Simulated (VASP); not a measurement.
# Ta2N3 in VASP: single point with r2SCAN

Aim: the single point of Ta2N3 with r2SCAN.

Everything below comes from runs of VASP 6.6.1. Logs are shortened: lines on timing, memory, paths and dates and some standing lists are left out, and cuts for length are marked.

### 1 The cell of the first run

The cell holds a slab with vacuum, 10 atoms: a = 5.200 Å, b = 5.200 Å, c = 17.910 Å, α = 90.00°, β = 90.00°, γ = 120.00°.

### 2 Single point, r2SCAN (atoms taken out)

POSCAR reads:

```
Ta2N3
1.0
    5.1996298250      0.0000000000      0.0000000000
   -2.5998149125      4.5030115188      0.0000000000
    0.0000000000      0.0000000000     17.9103592740
Ta N
4 6
Direct
    0.0000000000      0.0000000000      0.4187520689
    0.3333333333      0.6666666667      0.5000000000
    0.6666666667      0.3333333333      0.5000000000
    0.0000000000      0.0000000000      0.5812479311
    0.0000000000      0.3924063645      0.4187520689
    0.3924063645      0.0000000000      0.4187520689
    0.6075936355      0.6075936355      0.4187520689
    0.0000000000      0.3924063645      0.5812479311
    0.3924063645      0.0000000000      0.5812479311
    0.6075936355      0.6075936355      0.5812479311
```

INCAR.step1 reads:

```
SYSTEM = Ta2N3
  ALGO = Normal
  DIPOL = 0.5 0.5 0.500
  EDIFF = 1E-4
  ENCUT = 520
  GGA = PE
  IDIPOL = 3
  ISMEAR = 0
  LASPH = .True.
  LCHARG = .False.
  LDIPOL = .True.
  LREAL = .False.
  LWAVE = .True.
  NBANDS = 48
  NELM = 80
  PREC = Accurate
  SIGMA = 0.1
```

INCAR.step2 reads:

```
SYSTEM = Ta2N3
  ALGO = Normal
  DIPOL = 0.5 0.5 0.500
  EDIFF = 1E-6
  ENCUT = 520
  IDIPOL = 3
  ISIF = 2
  ISMEAR = 0
  ISTART = 1
  LASPH = .True.
  LCHARG = .False.
  LDIPOL = .True.
  LMIXTAU = .True.
  LREAL = .False.
  LWAVE = .False.
  METAGGA = R2SCAN
  NBANDS = 48
  NELM = 80
  PREC = Accurate
  SIGMA = 0.1
```

KPOINTS reads:

```
k-points
0
Gamma
  9 9 1
  0 0 0
```

Potentials or basis: VASP PAW PBE potentials, release 64 (Ta_pv, N).

Launch:

```console
$ cat potpaw_PBE.64/Ta_pv/POTCAR potpaw_PBE.64/N/POTCAR > POTCAR
$ cp INCAR.step1 INCAR
$ mpirun -np 1 vasp_std > vasp.out
$ cp INCAR.step2 INCAR
$ mpirun -np 1 vasp_std > vasp.out
```

OUTCAR:

```text
SYSTEM = Ta2N3
   EDIFF = 1E-6
   ENCUT = 520
   ISIF = 2
   ISMEAR = 0
   ISTART = 1
   LASPH = .True.
   LREAL = .False.
   METAGGA = R2SCAN
   NELM = 80
   PREC = Accurate

 ion  position               nearest neighbor table
   1  0.000  0.000  0.419-   6 2.04   5 2.04   7 2.04   4 2.91   2 3.34   3 3.34   3 3.34   2 3.34
                             3 3.34   2 3.34
   2  0.333  0.667  0.500-   6 2.16   9 2.16   8 2.16   5 2.16   7 2.16  10 2.16   3 3.00   3 3.00
                             3 3.00   4 3.34   1 3.34   4 3.34   1 3.34   4 3.34   1 3.34
   3  0.667  0.333  0.500-   5 2.16   8 2.16   6 2.16   9 2.16   7 2.16  10 2.16   2 3.00   2 3.00
                             2 3.00   4 3.34   1 3.34   1 3.34   4 3.34   1 3.34   4 3.34
   4  0.000  0.000  0.581-   9 2.04   8 2.04  10 2.04   1 2.91   3 3.34   2 3.34   3 3.34   2 3.34
                             3 3.34   2 3.34
   5  0.000  0.392  0.419-   1 2.04   3 2.16   2 2.16
   6  0.392  0.000  0.419-   1 2.04   2 2.16   3 2.16
   7  0.608  0.608  0.419-   1 2.04   2 2.16   3 2.16
   8  0.000  0.392  0.581-   4 2.04   3 2.16   2 2.16
   9  0.392  0.000  0.581-   4 2.04   2 2.16   3 2.16
  10  0.608  0.608  0.581-   4 2.04   2 2.16   3 2.16

  LATTYP: Found a hexagonal cell.
 ALAT       =     5.1996298250
 C/A-ratio  =     3.4445450689

  Lattice vectors:

 A1 = (   5.1996298250,   0.0000000000,   0.0000000000)
 A2 = (  -2.5998149125,   4.5030115188,   0.0000000000)
 A3 = (   0.0000000000,   0.0000000000,  17.9103592740)

Analysis of symmetry for initial positions (statically):
=====================================================================
 Subroutine PRICEL returns:
 Original cell was already a primitive cell.

 Routine SETGRP: Setting up the symmetry group for a
 hexagonal supercell.

 Subroutine GETGRP returns: Found 12 space group operations
 (whereof 12 operations were pure point group operations)
 out of a pool of 24 trial point group operations.

The static configuration has the point symmetry D_3h.

Analysis of symmetry for dynamics (positions and initial velocities):
=====================================================================
 Subroutine PRICEL returns:
 Original cell was already a primitive cell.

 Routine SETGRP: Setting up the symmetry group for a
 hexagonal supercell.

 Subroutine GETGRP returns: Found 12 space group operations
 (whereof 12 operations were pure point group operations)
 out of a pool of 24 trial point group operations.

The dynamic configuration has the point symmetry D_3h.

 Subroutine INISYM returns: Found 12 space group operations
 (whereof 12 operations are pure point group operations),
 and found     1 'primitive' translations

----------------------------------------------------------------------------------------

                                     Primitive cell

  volume of cell :     419.3530

  direct lattice vectors                    reciprocal lattice vectors
     5.199629825  0.000000000  0.000000000     0.192321383  0.111036802  0.000000000
    -2.599814912  4.503011519  0.000000000     0.000000000  0.222073605  0.000000000
     0.000000000  0.000000000 17.910359274     0.000000000  0.000000000  0.055833609

  length of vectors
     5.199629825  5.199629825 17.910359274     0.222073605  0.222073605  0.055833609

  position of ions in fractional coordinates (direct lattice)
     0.000000000  0.000000000  0.418752069
     0.333333333  0.666666667  0.500000000
     0.666666667  0.333333333  0.500000000
     0.000000000  0.000000000  0.581247931
     0.000000000  0.392406364  0.418752069
     0.392406364  0.000000000  0.418752069
     0.607593636  0.607593636  0.418752069
     0.000000000  0.392406364  0.581247931
     0.392406364  0.000000000  0.581247931
     0.607593636  0.607593636  0.581247931

  ion indices of the primitive-cell ions
   primitive index   ion index
                 1           1
                 2           2
                 3           3
                 4           4
                 5           5
                 6           6
                 7           7
                 8           8
                 9           9
                10          10

----------------------------------------------------------------------------------------

 KPOINTS: k-points

Automatic generation of k-mesh.
 Grid dimensions read from file:
 generate k-points for:    9    9    1

 Generating k-lattice:

  Cartesian coordinates                     Fractional coordinates (reciprocal lattice)
     0.021369043  0.012337422  0.000000000     0.111111111  0.000000000  0.000000000
     0.000000000  0.024674845  0.000000000     0.000000000  0.111111111  0.000000000
     0.000000000  0.000000000  0.055833609     0.000000000  0.000000000  1.000000000

  Length of vectors
     0.024674845  0.024674845  0.055833609

  Shift w.r.t. Gamma in fractional coordinates (k-lattice)
     0.000000000  0.000000000  0.000000000

 Subroutine IBZKPT returns following result:
 ===========================================

 Found     12 irreducible k-points:

 Following reciprocal coordinates:
            Coordinates               Weight
  0.000000  0.000000  0.000000      1.000000
  0.111111 -0.000000  0.000000      6.000000
  0.222222  0.000000  0.000000      6.000000
  0.333333 -0.000000  0.000000      6.000000
  0.444444  0.000000  0.000000      6.000000
  0.111111  0.111111  0.000000      6.000000
  0.222222  0.111111  0.000000     12.000000
  0.333333  0.111111  0.000000     12.000000
  0.444444  0.111111  0.000000      6.000000
  0.222222  0.222222  0.000000      6.000000
  0.333333  0.222222  0.000000     12.000000
  0.333333  0.333333  0.000000      2.000000
   k-points           NKPTS =     12   k-points in BZ     NKDIM =     12   number of bands    NBANDS=     48
   number of dos      NEDOS =    301   number of ions     NIONS =     10
   total plane-waves  NPLWV = 224000
   dimension x,y,z NGX =    40 NGY =   40 NGZ =  140
   dimension x,y,z NGXF=    80 NGYF=   80 NGZF=  280
   ions per type =               4   6
   NGX,Y,Z   is equivalent  to a cutoff of  12.79, 12.79, 12.99 a.u.
   NGXF,Y,Z  is equivalent  to a cutoff of  25.58, 25.58, 25.99 a.u.
 SYSTEM =  Ta2N3
   PREC   = accura    normal or accurate (medium, high low for compatibility)
   ISTART =      1    job   : 0-new  1-cont  2-samecut
   ICHARG =      0    charge: 1-file 2-atom 10-const
   ISPIN  =      1    spin polarized calculation?
   LNONCOLLINEAR =      F non collinear calculations
   LSORBIT =      F    spin-orbit coupling
   LASPH  =      T    aspherical Exc in radial PAW
   ENCUT  =  520.0 eV  38.22 Ry    6.18 a.u.   9.67  9.67 33.30*2*pi/ulx,y,z
   NELM   =     80;   NELMIN=  2; NELMDL=  0     # of ELM steps
   EDIFF  = 0.1E-05   stopping-criterion for ELM
   LREAL  =      F    real-space projection
   EDIFFG = 0.1E-04   stopping-criterion for IOM
   NSW    =      0    number of steps for IOM
   IBRION =     -1    ionic relax: 0-MD 1-quasi-New 2-CG
   NFREE  =      0    steps in history (QN), initial steepest desc. (CG)
   ISIF   =      2    stress and relaxation
   ISYM   =      2    0-nonsym 1-usesym 2-fastsym
   POTIM  = 0.5000    time-step for ionic-motion
   TEBEG  =    0.0;   TEEND  =   0.0 temperature during run
   PSTRESS=    0.0 pullay stress
   NELECT =      74.0000    total number of electrons
   NUPDOWN=      -1.0000    fix difference up-down
   EMIN   =  10.00;   EMAX   =-10.00  energy-range for DOS
   EFERMI =   0.00;   METHOD = LEGACY
   ISMEAR =     0;   SIGMA  =   0.10  broadening in eV -4-tet -1-fermi 0-gaus
   EFERMI_NEDOS =   21; number of points for ismear=-14 and -15
   IALGO  =     38    algorithm
   IMIX   =      4    mixing-type and parameters
     AMIX     =   0.40;   BMIX     =  1.00
     AMIX_MAG =   1.60;   BMIX_MAG =  1.00
  volume/ion in A,a.u.               =      41.94       282.99
  Fermi-wavevector in a.u.,A,eV,Ry     =   0.918246  1.735232 11.472090  0.843175
  Thomas-Fermi vector in A             =   2.043305
   LORBIT       =      0    0 simple, 1 ext, 2 COOP (PROOUT), +10 PAW based schemes
   METAGGA = R2SCAN    functional components
   LHFCALC =     F    Hartree Fock is set to
   AEXX    =    0.0000 exact exchange contribution
   IVDW    =     0    specifies the selected vdW correction
   LEPSILON=     F    determine dielectric tensor
   LRPA    =     F    only Hartree local field effects (RPA)
 non-spin polarized calculation
 Gauss-broadening in eV      SIGMA  =   0.10
  energy-cutoff  :      520.00
  volume of cell :      419.35
 maximum number of plane-waves:     11329
 NGX is ok and might be reduce to    40
   NGX = 19   NGY = 19   NGZ = 67

 dipolmoment           0.000000      0.000000      0.000000 electrons x Angstroem

 number of electron      74.0000003 magnetization

 dipolmoment           0.000000      0.000000     -0.000000 electrons x Angstroem

 Free energy of the ion-electron system (eV)
  ---------------------------------------------------
  ext. energy  EPLUGINS =         0.00000000
  ---------------------------------------------------
  free energy    TOTEN  =      -251.73173874 eV

  energy without entropy =     -251.70773897  energy(sigma->0) =     -251.71973886

 E-fermi :  -2.9737     XC(G=0):  -4.3857

 val. band max:       -2.9782309507   @ k =   0.4444   0.1111   0.0000
 cond. band min:      -2.7377796880   @ k =   0.3333   0.1111   0.0000
 fundamental gap:      0.2404512627
 Fermi energy:        -2.9737022947

 k-point     1 :       0.0000    0.0000    0.0000
  band No.  band energies     occupation
      1     -38.7996      2.00000
      2     -38.7996      2.00000
      3     -38.5328      2.00000
      4     -38.4913      2.00000
      5     -38.4913      2.00000
      6     -38.4086      2.00000
[... 40 lines left out ...]
     47       2.0126      0.00000
     48       2.2240      0.00000
[... 559 lines left out ...]
     47       2.3843      0.00000
     48       2.3843      0.00000

------------------------ aborting loop because EDIFF is reached ----------------------------------------

 vacuum level on the upper side and lower side of the slab       (xc-potential included)        -0.125        -0.125

  FORCE on cell =-STRESS in cart. coord.  units (eV):
  Direction    XX          YY          ZZ          XY          YZ          ZX
  --------------------------------------------------------------------------------------
  -------------------------------------------------------------------------------------
  Total       -9.7012281     -9.7012281    -19.7297796      0.0000000      0.0000000      0.0000000
  in kB      -37.0644463    -37.0644463    -75.3794620      0.0000000      0.0000000      0.0000000
  external PRESSURE =     -49.8361182 kB  Pullay stress =       0.0000000 kB

 VOLUME and BASIS-vectors are now :
 -----------------------------------------------------------------------------
  energy-cutoff  :      520.00
  volume of cell :      419.35
      direct lattice vectors                 reciprocal lattice vectors
     5.199629825  0.000000000  0.000000000     0.192321383  0.111036802  0.000000000
    -2.599814912  4.503011519  0.000000000     0.000000000  0.222073605  0.000000000
     0.000000000  0.000000000 17.910359274     0.000000000  0.000000000  0.055833609

 POSITION                                       TOTAL-FORCE (eV/Angst)
 -----------------------------------------------------------------------------------
      0.00000      0.00000      7.50000        -0.000000      0.000000     -1.028095
     -0.00000      3.00201      8.95518        -0.000000      0.000000      0.000000
      2.59981      1.50100      8.95518        -0.000000      0.000000      0.000000
      0.00000      0.00000     10.41036        -0.000000      0.000000      1.028095
     -1.02018      1.76701      7.50000         1.138745     -1.972365      2.584787
      2.04037      0.00000      7.50000        -2.277490      0.000000      2.584787
      1.57963      2.73600      7.50000         1.138745      1.972365      2.584787
     -1.02018      1.76701     10.41036         1.138745     -1.972365     -2.584787
      2.04037      0.00000     10.41036        -2.277490      0.000000     -2.584787
      1.57963      2.73600     10.41036         1.138745      1.972365     -2.584787
 -----------------------------------------------------------------------------------
    total drift:                                0.000016      0.000029      0.000000

  FREE ENERGIE OF THE ION-ELECTRON SYSTEM (eV)
  ---------------------------------------------------
  free  energy   TOTEN  =      -251.7317387367 eV

  energy  without entropy=     -251.7077389747  energy(sigma->0) =     -251.71973886

 vacuum level on the upper side and lower side of the slab         2.846         2.846
```

It took 56 min on 1 thread of Oxide Virtual Turin-like, shared host; peak memory 0.63 GiB.

What came out:

| Quantity | Value |
| --- | --- |
| Free energy | -251.7317 eV |
| Largest force | 3.445 eV/Å |
| Band gap on the k mesh | zero (bands 37 and 38 overlap by 0.05 eV) |

Forces on the atoms (eV/Å):
```
Ta   0.000  0.000 -1.028
Ta   0.000  0.000  0.000
Ta   0.000  0.000  0.000
Ta   0.000  0.000  1.028
N    1.139 -1.972  2.585
N   -2.277  0.000  2.585
N    1.139  1.972  2.585
N    1.139 -1.972 -2.585
N   -2.277  0.000 -2.585
N    1.139  1.972 -2.585
```

Caveat: the cell differs from its parent crystal (atoms taken out); the PAW data sets were made with another functional, which shifts forces and pressure a little; spin-orbit coupling is left out, which moves the levels of the heavy elements.
